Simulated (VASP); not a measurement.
Here is a VASP 6.6.1 calculation.

The input INCAR:

```
PREC     = Accurate       # precision mode
ENCUT    = 520            # plane-wave cutoff, eV
EDIFF    = 1E-6           # SCF threshold, eV
ISMEAR   = 0              # smearing method
SIGMA    = 0.15           # smearing width, eV
LREAL    = F              # projectors in reciprocal space
LASPH    = T              # aspherical terms in the spheres
NELM     = 100            # most SCF steps
ALGO     = Normal         # electronic algorithm
ISIF     = 2              # what is computed and relaxed
LWAVE    = F              # write WAVECAR
LCHARG   = F              # write CHGCAR
NBANDS   = 28             # bands
```

File KPOINTS:

```
regular mesh
0
Gamma
  12 12 10
```

POSCAR

```
SnO
1.0
    3.6651890545      0.0000000000      0.0000000000
    0.0000000000      3.6651890545      0.0000000000
    0.0000000000      0.0000000000      5.1140382877
Sn O
2 2
Direct
    0.0000000000      0.5000000000      0.2457459271
    0.5000000000      0.0000000000      0.7542540729
    0.0000000000      0.0000000000      0.0000000000
    0.5000000000      0.5000000000      0.0000000000
```

Potentials or basis: VASP PAW LDA potentials, release 64 (Sn_d, O).

Run with:

```bash
$ cat potpaw_LDA.64/Sn_d/POTCAR potpaw_LDA.64/O/POTCAR > POTCAR
$ mpirun -np 1 vasp_std > vasp.out
```

(1) Predict the pressure.

(2) Estimate the largest force.

## Answers

(1) -2.1 GPa.

(2) 1.243 eV/Å.

Caveat: the stress differs along the axes, from -9 to 1 GPa; forces of over 1 eV/Å act on the atoms, so gaps and moduli don't describe the material at rest.
